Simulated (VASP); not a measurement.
Input of a VASP 6.6.1 run:

Contents of INCAR:

```
  PREC = Accurate
  ENCUT = 520
  EDIFF = 1E-6
  ISMEAR = -1
  SIGMA = 0.1
  LREAL = False
  LASPH = True
  NELM = 60
  ALGO = Normal
  ISIF = 2
  LWAVE = False
  LCHARG = False
  GGA = RE
  NBANDS = 16
```

KPOINTS

```
regular mesh
0
Gamma
  6 6 6
```

Contents of POSCAR:

```
K
1.0
    0.0000000000      4.8950915256      4.8950915256
    4.8950915256      0.0000000000      4.8950915256
    4.8950915256      4.8950915256      0.0000000000
K
2
Direct
    0.1250000000      0.1250000000      0.1250000000
    0.8750000000      0.8750000000      0.8750000000
```

Potentials or basis: VASP PAW PBE potentials, release 64 (K_sv).

The run is started by

```bash
$ cat potpaw_PBE.64/K_sv/POTCAR > POTCAR
$ mpirun -np 1 vasp_std > vasp.out
```

Problem. Predict the pressure.

Solution. 0.0 GPa.

Problem. Predict the band gap on the k mesh.

Solution. Zero (bands 9 and 10 overlap by 0.26 eV).

Caveat: the PAW data sets were made with another functional, which shifts forces and pressure a little.
